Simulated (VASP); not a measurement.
Set up this calculation in VASP 6.6.1, as the native input.

- Task: electric field gradients
- Functional: PBEsol
- Potentials or basis: VASP PAW PBE potentials, release 64 (Lu)
- Cutoff: 520 eV
- k mesh: 13 × 13 × 8
- Occupations: fermi-dirac, width 0.03 eV
- Spin: no spin polarisation
- Dipole correction: no
- Further INCAR settings: ALGO = Normal; EDIFF = 1e-08; NBANDS = 32

The structure of Lu lies in POSCAR:

```
Lu
1.0
    3.5787379130      0.0000000000      0.0000000000
   -1.7893689565      3.0992779462      0.0000000000
    0.0000000000      0.0000000000      5.6757767373
Lu
2
Direct
    0.3333333333      0.6666666667      0.2500000000
    0.6666666667      0.3333333333      0.7500000000
```

This cell differs from its parent crystal: volume scaled by 1.06.

These files were run (other wordings do the same):

INCAR

```
SYSTEM = Lu
PREC = Accurate
ENCUT = 520
EDIFF = 1E-8
ISMEAR = -1
SIGMA = 0.03
LREAL = .FALSE.
LASPH = .TRUE.
NELM = 100
ALGO = Normal
ISIF = 2
LWAVE = .FALSE.
LCHARG = .FALSE.
GGA = PS
LEFG = .TRUE.
NBANDS = 32
```

KPOINTS

```
Automatic mesh
0
G
  13 13 8
  0 0 0
```

Potentials or basis: VASP PAW PBE potentials, release 64 (Lu).

Launch:

```bash
$ cat potpaw_PBE.64/Lu/POTCAR > POTCAR
$ mpirun -np 1 vasp_std > vasp.out
```

It gave:

- Pressure: -5.3 GPa
- Band gap on the k mesh: zero (band 25 reaches 2.89 eV, above the bottom of band 26 at 1.27 eV)

Caveat: without QUAD_EFG the Cq values of the log hold for a quadrupole moment of 1 mb, not for the nuclei; the PAW data sets were made with another functional, which shifts forces and pressure a little; spin-orbit coupling is left out, which moves the levels of the heavy elements.

It took 5.3 min on 1 thread of AMD EPYC 7R43 64-Core Processor (Zen 3), with other jobs on the host, peak memory 0.26 GiB.
